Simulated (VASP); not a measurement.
Input of a VASP 6.6.1 run:

INCAR

```
PREC = Accurate ; ENCUT = 600
EDIFF = 1E-6 ; ISMEAR = 0
SIGMA = 0.05 ; LREAL = F
LASPH = T ; NELM = 120
ALGO = Normal ; ISIF = 2
LWAVE = F ; LCHARG = T
GGA = PS ; LELF = T
LVHAR = T ; NBANDS = 11
GGA_COMPAT = F
```

KPOINTS

```
Automatic mesh
0
Gamma
  8 8 8
```

POSCAR

```
BeS
1.0
    0.0000000000      2.4249991143      2.4249991143
    2.4249991143      0.0000000000      2.4249991143
    2.4249991143      2.4249991143      0.0000000000
Be S
1 1
Direct
    0.0000000000      0.0000000000      0.0000000000
    0.7500000000      0.7500000000      0.7500000000
```

Potentials or basis: VASP PAW PBE potentials, release 64 (Be, S).

Run with:

```sh
$ cat potpaw_PBE.64/Be/POTCAR potpaw_PBE.64/S/POTCAR > POTCAR
$ mpirun -np 1 vasp_std > vasp.out
```

Problem. Predict the band gap on the k mesh.

Solution. 2.93 eV, indirect (least direct gap 5.60 eV).

Problem. Predict the pressure.

Solution. -0.5 GPa.

Caveat: the PAW data sets were made with another functional, which shifts forces and pressure a little. A k mesh can miss the band edges.
